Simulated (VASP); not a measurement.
# Al (P6_3/mmc) in VASP: notebook

Runs on Al. Level: PBEsol. Tasks: relaxation of cell and atoms.

All numbers are computed with VASP 6.6.1; they aren't measurements. Logs are shortened: lines on timing, memory, paths and dates and some standing lists are left out, and cuts for length are marked.

### Step 1. The cell of the first run

The structure is hexagonal, space group P6_3/mmc (No. 194). Conventional cell: a = 2.827 Å, b = 2.827 Å, c = 9.186 Å, α = 90.00°, β = 90.00°, γ = 120.00°. Al (site symmetry -3m) has 12 Al at 2.82 to 2.83 Å within 3.7 Å. Al (site symmetry -6m2) has 12 Al at 2.82 to 2.83 Å within 3.7 Å.

### Step 2. Relaxation of cell and atoms, PBEsol, target pressure 5 GPa, at which the enthalpy is minimised

INCAR reads:

```
PREC     = Accurate       # precision mode
ENCUT    = 600            # plane-wave cutoff, eV
EDIFF    = 1E-6           # SCF threshold, eV
ISMEAR   = 1              # smearing method
SIGMA    = 0.1            # smearing width, eV
LREAL    = False          # projectors in reciprocal space
LASPH    = True           # aspherical terms in the spheres
NELM     = 80             # most SCF steps
ALGO     = Normal         # electronic algorithm
ISIF     = 3              # what is computed and relaxed
LWAVE    = False          # write WAVECAR
LCHARG   = False          # write CHGCAR
GGA      = PS             # functional
IBRION   = 2              # ionic algorithm
NSW      = 50             # ionic steps
EDIFFG   = -0.03          # ionic threshold
PSTRESS  = 50.0
```

KPOINTS reads:

```
regular mesh
0
Gamma
  9 9 3
```

POSCAR reads:

```
Al
1.0
    2.8270770200      0.0000000000      0.0000000000
   -1.4135385100      2.4483205200      0.0000000000
    0.0000000000      0.0000000000      9.1859930700
Al
4
Direct
    0.0000000000      0.0000000000      0.0000000000
    0.3333333318      0.6666666708      0.2500000003
    0.0000000000      0.0000000000      0.5000000005
    0.6666666717      0.3333333292      0.7499999997
```

Potentials or basis: VASP PAW PBE potentials, release 64 (Al).

Started as:

```
$ cat potpaw_PBE.64/Al/POTCAR > POTCAR
$ mpirun -np 1 vasp_std > vasp.out
```

OUTCAR:

```text
PREC = Accurate
   ENCUT = 600
   EDIFF = 1E-6
   ISMEAR = 1
   LREAL = False
   LASPH = True
   NELM = 80
   ISIF = 3
   GGA = PS
   IBRION = 2
   NSW = 50
   EDIFFG = -0.03
   PSTRESS = 50.0

 ion  position               nearest neighbor table
   1  0.000  0.000  0.000-   4 2.82   2 2.82   2 2.82   2 2.82   4 2.82   4 2.82
   2  0.333  0.667  0.250-   3 2.82   1 2.82   3 2.82   1 2.82   3 2.82   1 2.82
   3  0.000  0.000  0.500-   4 2.82   2 2.82   4 2.82   4 2.82   2 2.82   2 2.82
   4  0.667  0.333  0.750-   3 2.82   1 2.82   3 2.82   3 2.82   1 2.82   1 2.82

  LATTYP: Found a hexagonal cell.
 ALAT       =     2.8270770200
 C/A-ratio  =     3.2492899928

  Lattice vectors:

 A1 = (   2.8270770200,   0.0000000000,   0.0000000000)
 A2 = (  -1.4135385100,   2.4483205200,   0.0000000000)
 A3 = (   0.0000000000,   0.0000000000,   9.1859930700)

Analysis of symmetry for initial positions (statically):
=====================================================================
 Subroutine PRICEL returns:
 Original cell was already a primitive cell.

 Routine SETGRP: Setting up the symmetry group for a
 hexagonal supercell.

 Subroutine GETGRP returns: Found 24 space group operations
 (whereof 12 operations were pure point group operations)
 out of a pool of 24 trial point group operations.

The static configuration has the point symmetry D_3d.
 The point group associated with its full space group is D_6h.

Analysis of symmetry for dynamics (positions and initial velocities):
=====================================================================
 Subroutine PRICEL returns:
 Original cell was already a primitive cell.

 Routine SETGRP: Setting up the symmetry group for a
 hexagonal supercell.

 Subroutine GETGRP returns: Found 24 space group operations
 (whereof 12 operations were pure point group operations)
 out of a pool of 24 trial point group operations.

The dynamic configuration has the point symmetry D_3d.
 The point group associated with its full space group is D_6h.

 Subroutine INISYM returns: Found 24 space group operations
 (whereof 12 operations are pure point group operations),
 and found     1 'primitive' translations

----------------------------------------------------------------------------------------

                                     Primitive cell

  volume of cell :      63.5817

  direct lattice vectors                    reciprocal lattice vectors
     2.827077020  0.000000000  0.000000000     0.353722234  0.204221627  0.000000000
    -1.413538510  2.448320520  0.000000000     0.000000000  0.408443254  0.000000000
     0.000000000  0.000000000  9.185993070     0.000000000  0.000000000  0.108861393

  length of vectors
     2.827077020  2.827077022  9.185993070     0.408443254  0.408443254  0.108861393

  position of ions in fractional coordinates (direct lattice)
     0.000000000  0.000000000  0.000000000
     0.333333332  0.666666671  0.250000000
     0.000000000  0.000000000  0.500000001
     0.666666672  0.333333329  0.750000000

  ion indices of the primitive-cell ions
   primitive index   ion index
                 1           1
                 2           2
                 3           3
                 4           4

----------------------------------------------------------------------------------------

 KPOINTS: regular mesh

Automatic generation of k-mesh.
 Grid dimensions read from file:
 generate k-points for:    9    9    3

 Generating k-lattice:

  Cartesian coordinates                     Fractional coordinates (reciprocal lattice)
     0.039302470  0.022691292  0.000000000     0.111111111  0.000000000  0.000000000
     0.000000000  0.045382584  0.000000000     0.000000000  0.111111111  0.000000000
     0.000000000  0.000000000  0.036287131     0.000000000  0.000000000  0.333333333

  Length of vectors
     0.045382584  0.045382584  0.036287131

  Shift w.r.t. Gamma in fractional coordinates (k-lattice)
     0.000000000  0.000000000  0.000000000

 Subroutine IBZKPT returns following result:
 ===========================================

 Found     24 irreducible k-points:

 Following reciprocal coordinates:
            Coordinates               Weight
  0.000000  0.000000  0.000000      1.000000
  0.111111  0.000000  0.000000      6.000000
  0.222222  0.000000  0.000000      6.000000
  0.333333  0.000000  0.000000      6.000000
  0.444444  0.000000  0.000000      6.000000
  0.111111  0.111111  0.000000      6.000000
[... 16 lines left out ...]
  0.333333  0.222222  0.333333     24.000000
  0.333333  0.333333  0.333333      4.000000
   k-points           NKPTS =     24   k-points in BZ     NKDIM =     24   number of bands    NBANDS=     10
   number of dos      NEDOS =    301   number of ions     NIONS =      4
   total plane-waves  NPLWV =  46080
   dimension x,y,z NGX =    24 NGY =   24 NGZ =   80
   dimension x,y,z NGXF=    48 NGYF=   48 NGZF=  160
   ions per type =               4
   NGX,Y,Z   is equivalent  to a cutoff of  14.11, 14.11, 14.48 a.u.
   NGXF,Y,Z  is equivalent  to a cutoff of  28.23, 28.23, 28.96 a.u.
 SYSTEM =  unknown system
   PREC   = accura    normal or accurate (medium, high low for compatibility)
   ISTART =      0    job   : 0-new  1-cont  2-samecut
   ICHARG =      2    charge: 1-file 2-atom 10-const
   ISPIN  =      1    spin polarized calculation?
   LNONCOLLINEAR =      F non collinear calculations
   LSORBIT =      F    spin-orbit coupling
   LASPH  =      T    aspherical Exc in radial PAW
   ENCUT  =  600.0 eV  44.10 Ry    6.64 a.u.   5.65  5.65 18.35*2*pi/ulx,y,z
   NELM   =     80;   NELMIN=  2; NELMDL= -5     # of ELM steps
   EDIFF  = 0.1E-05   stopping-criterion for ELM
   LREAL  =      F    real-space projection
   EDIFFG = -.3E-01   stopping-criterion for IOM
   NSW    =     50    number of steps for IOM
   IBRION =      2    ionic relax: 0-MD 1-quasi-New 2-CG
   NFREE  =      1    steps in history (QN), initial steepest desc. (CG)
   ISIF   =      3    stress and relaxation
   ISYM   =      2    0-nonsym 1-usesym 2-fastsym
   POTIM  = 0.5000    time-step for ionic-motion
   TEBEG  =    0.0;   TEEND  =   0.0 temperature during run
   PSTRESS=   50.0 pullay stress
   NELECT =      12.0000    total number of electrons
   NUPDOWN=      -1.0000    fix difference up-down
   EMIN   =  10.00;   EMAX   =-10.00  energy-range for DOS
   EFERMI =   0.00;   METHOD = LEGACY
   ISMEAR =     1;   SIGMA  =   0.10  broadening in eV -4-tet -1-fermi 0-gaus
   EFERMI_NEDOS =   21; number of points for ismear=-14 and -15
   IALGO  =     38    algorithm
   IMIX   =      4    mixing-type and parameters
     AMIX     =   0.40;   BMIX     =  1.00
     AMIX_MAG =   1.60;   BMIX_MAG =  1.00
  volume/ion in A,a.u.               =      15.90       107.27
  Fermi-wavevector in a.u.,A,eV,Ry     =   0.939055  1.774557 11.997959  0.881825
  Thomas-Fermi vector in A             =   2.066329
   LORBIT       =      0    0 simple, 1 ext, 2 COOP (PROOUT), +10 PAW based schemes
   GGA     = PS    functional components
   LHFCALC =     F    Hartree Fock is set to
   AEXX    =    0.0000 exact exchange contribution
   IVDW    =     0    specifies the selected vdW correction
   LEPSILON=     F    determine dielectric tensor
   LRPA    =     F    only Hartree local field effects (RPA)
 conjugate gradient relaxation of ions
 non-spin polarized calculation
 Methfessel and Paxton  Order N= 1 SIGMA  =   0.10
  energy-cutoff  :      600.00
  volume of cell :       63.58
 maximum number of plane-waves:      2140
 NGX is ok and might be reduce to    24
   NGX = 11   NGY = 11   NGZ = 37

--------------------------------------- Ionic step        1  -------------------------------------------

 number of electron      12.0000000 magnetization

 Free energy of the ion-electron system (eV)
  ---------------------------------------------------
  ext. energy  EPLUGINS =         0.00000000
  ---------------------------------------------------
  free energy    TOTEN  =       -16.29030630 eV

  energy without entropy =      -16.28816280  energy(sigma->0) =      -16.28959180

------------------------ aborting loop because EDIFF is reached ----------------------------------------

  FORCE on cell =-STRESS in cart. coord.  units (eV):
  Direction    XX          YY          ZZ          XY          YZ          ZX
  --------------------------------------------------------------------------------------
  -------------------------------------------------------------------------------------
  Total        0.1306817      0.1306817      1.6279874      0.0000000      0.0000000      0.0000000
  in kB        3.2930111      3.2930111     41.0232048      0.0000000      0.0000000      0.0000000
  external PRESSURE =     -34.1302577 kB  Pullay stress =      50.0000000 kB

 VOLUME and BASIS-vectors are now :
 -----------------------------------------------------------------------------
  energy-cutoff  :      600.00
  volume of cell :       63.58
      direct lattice vectors                 reciprocal lattice vectors
     2.827077020  0.000000000  0.000000000     0.353722234  0.204221627  0.000000000
    -1.413538510  2.448320520  0.000000000     0.000000000  0.408443254  0.000000000
     0.000000000  0.000000000  9.185993070     0.000000000  0.000000000  0.108861393
[... 90 lines left out ...]
  FREE ENERGIE OF THE ION-ELECTRON SYSTEM (eV)
  ---------------------------------------------------
  free  energy   TOTEN  =       -16.2512547427 eV

  energy  without entropy=      -16.2477317165  energy(sigma->0) =      -16.25008040

  enthalpy is  TOTEN    =       -14.3382327863 eV   P V=        1.9130219563

--------------------------------------- Ionic step        4  -------------------------------------------

 number of electron      12.0000000 magnetization

 Free energy of the ion-electron system (eV)
  ---------------------------------------------------
  ext. energy  EPLUGINS =         0.00000000
  ---------------------------------------------------
  free energy    TOTEN  =       -16.25576115 eV

  energy without entropy =      -16.25168781  energy(sigma->0) =      -16.25440337

 E-fermi :   8.6348     XC(G=0): -10.5223

 val. band max:        8.6342459030   @ k =   0.3333   0.3333   0.3333
 cond. band min:       8.6422469277   @ k =   0.3333   0.1111   0.0000
 fundamental gap:      0.0080010247
 Fermi energy:         8.6348229366

 k-point     1 :       0.0000    0.0000    0.0000
  band No.  band energies     occupation
      1      -2.9186      2.00000
      2      -1.1826      2.00000
      3      -1.1710      2.00000
      4       3.7662      2.00000
      5       4.0877      2.00000
      6      12.0608      0.00000
      7      12.0730      0.00000
      8      20.1241      0.00000
      9      20.1242      0.00000
     10      20.2083      0.00000

 k-point     2 :       0.1111    0.0000    0.0000
  band No.  band energies     occupation
      1      -2.6036      2.00000
      2      -0.8718      2.00000
      3      -0.8601      2.00000
      4       4.0569      2.00000
      5       4.3929      2.00000
      6      12.3009      0.00000
      7      12.3279      0.00000
      8      16.2534      0.00000
      9      17.6096      0.00000
     10      17.7267      0.00000
[... 306 lines left out ...]
 POSITION                                       TOTAL-FORCE (eV/Angst)
 -----------------------------------------------------------------------------------
     -1.38938      2.40648      0.00000        -0.000000      0.000000      0.000000
     -0.00000      1.60432      2.29650         0.000000     -0.000000     -0.000000
      0.00000     -0.00000      4.59299        -0.000000     -0.000000      0.000000
      1.38938      0.80216      6.88949        -0.000000      0.000000     -0.000000
 -----------------------------------------------------------------------------------
    total drift:                                0.000000     -0.000000      0.000000

  FREE ENERGIE OF THE ION-ELECTRON SYSTEM (eV)
  ---------------------------------------------------
  free  energy   TOTEN  =       -16.2557611509 eV

  energy  without entropy=      -16.2516878050  energy(sigma->0) =      -16.25440337

  enthalpy is  TOTEN    =       -14.3387806823 eV   P V=        1.9169804685

 reached required accuracy - stopping structural energy minimisation
```

Run time: 18 s. Hardware: 1 thread of Intel Xeon 6975P-C (Granite Rapids), shared host; peak memory 0.2 GiB.

What came out:

```yaml
Free_energy: -16.2558 eV
Relaxed_volume: 15.36 Å³/atom
Relaxed_cell: a = 2.779 Å, b = 2.779 Å, c = 9.186 Å, α = 90.00°, β = 90.00°, γ = 120.00°
Space_group_after_relaxing_to_0.05_Å: P6_3/mmc (No. 194)
Energy_change_on_relaxing_the_enthalpy_is_what_falls: +8.6 meV/atom
Ionic_steps: 4
Pressure_after_relaxing: 5.1 GPa
Band_gap_on_the_k_mesh: zero (band 6 reaches 12.61 eV, above the bottom of band 7 at 7.37 eV)
```

The path:
```csv
step,energy change (eV),largest force (eV/Å),pressure (GPa),volume (Å³)
1,0.0000,0.0000,1.59,63.58
2,0.0680,0.0000,6.66,60.51
3,0.0391,0.0000,5.21,61.30
4,0.0345,0.0000,5.06,61.43
```

Final structure:
```
Al
1.0
     2.77876    0.00000    0.00000
    -1.38938    2.40648    0.00000
     0.00000    0.00000    9.18599
Al
4
Direct
  0.00000 0.00000 0.00000
  0.33333 0.66667 0.25000
  0.00000 0.00000 0.50000
  0.66667 0.33333 0.75000
```

Caveat: the cell is relaxed towards a set pressure, so the enthalpy falls and the energy may rise; the PAW data sets were made with another functional, which shifts forces and pressure a little.

### Step 3. Relaxation of cell and atoms, PBEsol, target pressure 10 GPa, at which the enthalpy is minimised

INCAR reads:

```
PREC = Accurate
ENCUT = 600
EDIFF = 1E-7
ISMEAR = 1
SIGMA = 0.1
LREAL = False
LASPH = True
NELM = 100
ALGO = Normal
ISIF = 3
LWAVE = False
LCHARG = False
GGA = PS
IBRION = 2
NSW = 50
EDIFFG = -0.03
PSTRESS = 100.0
```

KPOINTS reads:

```
Automatic mesh
0
Gamma
  9 9 3
```

POSCAR is that of step 2.

Potentials or basis: VASP PAW PBE potentials, release 64 (Al).

Started as:

```
$ cat potpaw_PBE.64/Al/POTCAR > POTCAR
$ mpirun -np 1 vasp_std > vasp.out
```

It took 19 s on 1 thread of Intel Xeon 6975P-C (Granite Rapids), shared host; peak memory 0.19 GiB.

It converged, with:

- Free energy: -16.1310 eV
- Relaxed volume: 14.68 Å³/atom
- Relaxed cell: a = 2.742 Å, b = 2.742 Å, c = 9.018 Å, α = 90.00°, β = 90.00°, γ = 120.00°
- Space group after relaxing (to 0.05 Å): P6_3/mmc (No. 194)
- Energy change on relaxing (the enthalpy is what falls): +39.8 meV/atom
- Ionic steps: 3
- Pressure after relaxing: 10.0 GPa
- Band gap on the k mesh: zero (band 6 reaches 13.26 eV, above the bottom of band 7 at 7.83 eV)

Stress tensor (GPa, compression positive):
```
 9.93  0.00  0.00
 0.00  9.93  0.00
 0.00  0.00 10.18
```

Step by step:
```csv
step,energy change (eV),largest force (eV/Å),pressure (GPa),volume (Å³)
1,0.0000,0.0000,1.59,63.58
2,0.3663,0.0000,16.12,56.20
3,0.1593,0.0000,10.01,58.74
```

Final structure:
```yaml
crystal:
  lattice:
    - [2.74244, 0.00000, 0.00000]
    - [-1.37122, 2.37502, 0.00000]
    - [0.00000, 0.00000, 9.01830]
  atoms:
    - { symbol: Al, position: [0.00000, 0.00000, 0.00000] }
    - { symbol: Al, position: [0.33333, 0.66667, 0.25000] }
    - { symbol: Al, position: [0.00000, 0.00000, 0.50000] }
    - { symbol: Al, position: [0.66667, 0.33333, 0.75000] }
```

Levels at points of the mesh, in eV from the Fermi level:
| k point | band 2 | band 3 | band 4 | band 5 | band 6 | band 7 | band 8 | band 9 |
| --- | --- | --- | --- | --- | --- | --- | --- | --- |
| (0.00, 0.00, 0.00) | -10.08 | -10.07 | -5.03 | -4.55 | 3.61 | 3.63 | 11.76 | 11.76 |

Caveat: the cell is relaxed towards a set pressure, so the enthalpy falls and the energy may rise; the PAW data sets were made with another functional, which shifts forces and pressure a little.

### Step 4. Relaxation of cell and atoms, PBEsol, target pressure 20 GPa, at which the enthalpy is minimised

INCAR reads:

```
PREC     = Accurate       # precision mode
ENCUT    = 600            # plane-wave cutoff, eV
EDIFF    = 1E-7           # SCF threshold, eV
ISMEAR   = 1              # smearing method
SIGMA    = 0.1            # smearing width, eV
LREAL    = False          # projectors in reciprocal space
LASPH    = True           # aspherical terms in the spheres
NELM     = 100            # most SCF steps
ALGO     = Normal         # electronic algorithm
ISIF     = 3              # what is computed and relaxed
LWAVE    = False          # write WAVECAR
LCHARG   = False          # write CHGCAR
GGA      = PS             # functional
IBRION   = 2              # ionic algorithm
NSW      = 50             # ionic steps
EDIFFG   = -0.03          # ionic threshold
PSTRESS  = 200.0
```

KPOINTS is that of step 3.

POSCAR is that of step 3.

Started as:

```
$ cat potpaw_PBE.64/Al/POTCAR > POTCAR
$ mpirun -np 1 vasp_std > vasp.out
```

It took 24 s on 1 thread of Intel Xeon 6975P-C (Granite Rapids), shared host; peak memory 0.2 GiB.

It converged, with:

- Free energy: -15.7685 eV
- Relaxed volume: 13.70 Å³/atom
- Relaxed cell: a = 2.681 Å, b = 2.681 Å, c = 8.803 Å, α = 90.00°, β = 90.00°, γ = 120.00°
- Space group after relaxing (to 0.05 Å): P6_3/mmc (No. 194)
- Energy change on relaxing (the enthalpy is what falls): +130.4 meV/atom
- Ionic steps: 4
- Pressure after relaxing: 20.1 GPa
- Band gap on the k mesh: zero (band 6 reaches 14.21 eV, above the bottom of band 7 at 8.60 eV)

Stress tensor (GPa, compression positive):
```
19.97  0.00  0.00
 0.00 19.97  0.00
 0.00  0.00 20.23
```

Step by step:
| step | energy change (eV) | largest force (eV/Å) | pressure (GPa) | volume (Å³) |
| --- | --- | --- | --- | --- |
| 1 | 0.0000 | 0.0000 | 1.59 | 63.58 |
| 2 | 1.8472 | 0.0000 | 46.63 | 48.20 |
| 3 | 0.5015 | 0.0000 | 19.56 | 54.96 |
| 4 | 0.5218 | 0.0000 | 20.05 | 54.80 |

Final structure:
```cif
data_structure
_symmetry_space_group_name_H-M 'P 1'
_symmetry_Int_Tables_number 1
_cell_length_a 2.6811
_cell_length_b 2.6811
_cell_length_c 8.8027
_cell_angle_alpha 90.000
_cell_angle_beta 90.000
_cell_angle_gamma 120.000
_cell_volume 54.80
loop_
_atom_site_label
_atom_site_type_symbol
_atom_site_fract_x
_atom_site_fract_y
_atom_site_fract_z
_atom_site_occupancy
Al1 Al 0.00000 0.00000 0.00000 1
Al2 Al 0.33333 0.66667 0.25000 1
Al3 Al 0.00000 0.00000 0.50000 1
Al4 Al 0.66667 0.33333 0.75000 1
```

Levels at points of the mesh, in eV from the Fermi level:
| k point | band 1 | band 2 | band 3 | band 4 | band 5 | band 6 | band 7 | band 8 | band 9 | band 10 |
| --- | --- | --- | --- | --- | --- | --- | --- | --- | --- | --- |
| (0.00, 0.00, 0.00) | -12.37 | -10.49 | -10.47 | -5.28 | -4.61 | 3.81 | 3.83 | 12.23 | 12.23 | 12.31 |

Caveat: the cell is relaxed towards a set pressure, so the enthalpy falls and the energy may rise; the PAW data sets were made with another functional, which shifts forces and pressure a little.

### Step 5. The runs side by side

| cell | gap on the mesh (eV) | pressure (GPa) |
| --- | --- | --- |
| relaxed to 5 GPa | none | 5.1 |
| relaxed to 10 GPa | none | 10.0 |
| relaxed to 20 GPa | none | 20.1 |

Alike in all rows: task relaxation of cell and atoms; level PBEsol; potentials or basis VASP PAW PBE potentials, release 64 (Al); no spin polarisation; k mesh 9 × 9 × 3; cutoff (eV) 600; smearing methfessel-paxton 0.1 eV.

Caveats: the cell is relaxed towards a set pressure, so the enthalpy falls and the energy may rise; the PAW data sets were made with another functional, which shifts forces and pressure a little.

Absolute energies hang on the potentials; compare differences alone.
